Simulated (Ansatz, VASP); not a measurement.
ZrB2: VASP beside Ansatz

```
Zr B
1.0
     3.15448    0.00000    0.00000
    -1.57724    2.73186    0.00000
     0.00000    0.00000    3.50819
Zr B
1 2
Direct
  0.00000 0.00000 0.00000
  0.33333 0.66667 0.50000
  0.66667 0.33333 0.50000
```

Alike in both runs: functional PBEsol; k mesh 12 × 12 × 10; occupations gaussian, width 0.1 eV; no spin polarisation.

Ansatz relaxed the structure, and its values are those at the end. VASP's run is a single point on that final structure, the one shown.

|  | VASP | Ansatz |
| --- | --- | --- |
| version | VASP 6.6.1 | Ansatz 0.2.0 |
| potentials or method | VASP PAW PBE potentials, release 64 (Zr_sv, B), cutoff 520 eV | scalar-relativistic, plane waves, PAW |
| valence electrons in the cell | 18 | 18 |

VASP gave:

| Item | Value |
| --- | --- |
| gap on the k mesh at the Fermi level (eV) | none |
| pressure (GPa) | 0.3 |

Q: Which values does Ansatz return?

A: gap on the k mesh at the Fermi level (eV): none; pressure (GPa): 0.0.

VASP's potentials were made for PBE, not for PBEsol, and Ansatz warns of the same on its side. A gap of «none» marks a metal or a gap that the smearing closes. With one functional, cell and mesh, what is left measures potentials, basis and numerics.
